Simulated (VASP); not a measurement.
Here is a VASP 6.6.1 calculation.

INCAR

```
SYSTEM = Ti2CdSb3
PREC = Accurate
ENCUT = 600
EDIFF = 1E-7
ISMEAR = -1
SIGMA = 0.1
LREAL = .FALSE.
LASPH = .TRUE.
NELM = 60
ALGO = Normal
ISIF = 3
LWAVE = .FALSE.
LCHARG = .FALSE.
GGA = PE
IBRION = 2
NSW = 60
EDIFFG = -0.01
```

KPOINTS

```
regular mesh
0
G
  5 5 2
  0 0 0
```

Contents of POSCAR:

```
Ti2CdSb3
1.0
    4.0630300000      0.0000000000      0.0000000000
    0.0000000000      4.0630300000      0.0000000000
    0.0000000000      0.0000000000      8.9512370000
Sb Ti Cd
3 2 1
Direct
    0.0000000000      0.5000000000      0.3835000000
    0.5000000000      0.0000000000      0.6165000000
    0.5000000000      0.5000000000      0.0000000000
    0.0000000000      0.5000000000      0.7315000000
    0.5000000000      0.0000000000      0.2685000000
    0.0000000000      0.0000000000      0.0000000000
```

Potentials or basis: VASP PAW PBE potentials, release 64 (Sb, Ti_sv, Cd).

Run with:

```sh
$ cat potpaw_PBE.64/Sb/POTCAR potpaw_PBE.64/Ti_sv/POTCAR potpaw_PBE.64/Cd/POTCAR > POTCAR
$ mpirun -np 1 vasp_std > vasp.out
```

**Question.** Estimate the relaxed volume.

**Answer.** 21.96 Å³/atom.

**Question.** What does it give for the space group after relaxing (to 0.05 Å)?

**Answer.** P-4m2 (No. 115).

**Question.** What does it give for the relaxed cell?

**Answer.** a = 3.983 Å, b = 3.983 Å, c = 8.308 Å, α = 90.00°, β = 90.00°, γ = 90.00°.

Forces on the atoms (eV/Å):
```
Sb   0.000  0.000 -0.002
Sb   0.000  0.000  0.002
Sb   0.000  0.000  0.000
Ti   0.000  0.000 -0.005
Ti   0.000  0.000  0.005
Cd   0.000  0.000  0.000
```
